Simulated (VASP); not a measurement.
**HgTe (rocksalt type): single point with LDA**

HgTe (rocksalt type):

```xyz
2
Lattice="0.0000 2.4353 2.4353 2.4353 0.0000 2.4353 2.4353 2.4353 0.0000" Properties=species:S:1:pos:R:3 pbc="T T T"
Hg    0.0000    0.0000    0.0000
Te    2.4353    2.4353    2.4353
```

This cell differs from its parent crystal: volume scaled by 0.55, core large.

```yaml
Program: VASP 6.6.1
Task: single point
Functional: LDA
Potentials_or_basis: VASP PAW LDA potentials, release 64 (Hg, Te)
Cutoff: 520 eV
k_mesh: 12 × 12 × 12
Occupations: fermi-dirac, width 0.05 eV
Spin: no spin polarisation
```

```
Pressure               : 189.7 GPa
Band gap on the k mesh : zero (band 9 reaches 17.10 eV, above the bottom of band 10 at 12.82 eV)
```

Levels at points of the mesh, in eV from the Fermi level:
```tsv
k point	band 7	band 8	band 9	band 10	band 11	band 12
(0.00, 0.00, 0.00)	-2.28	-2.28	-2.28	4.18	4.36	8.19
(0.50, 0.00, 0.00)	-9.49	1.01	1.53	1.53	2.30	2.30
(0.50, 0.50, 0.00)	-7.95	-6.38	-6.38	-2.74	3.73	11.51
```

Run time: 20 s on 1 thread of Intel(R) Xeon(R) 6975P-C (Granite Rapids), on a shared host, peak memory 0.17 GiB.

Caveat: spin-orbit coupling is left out, which moves the levels of the heavy elements.
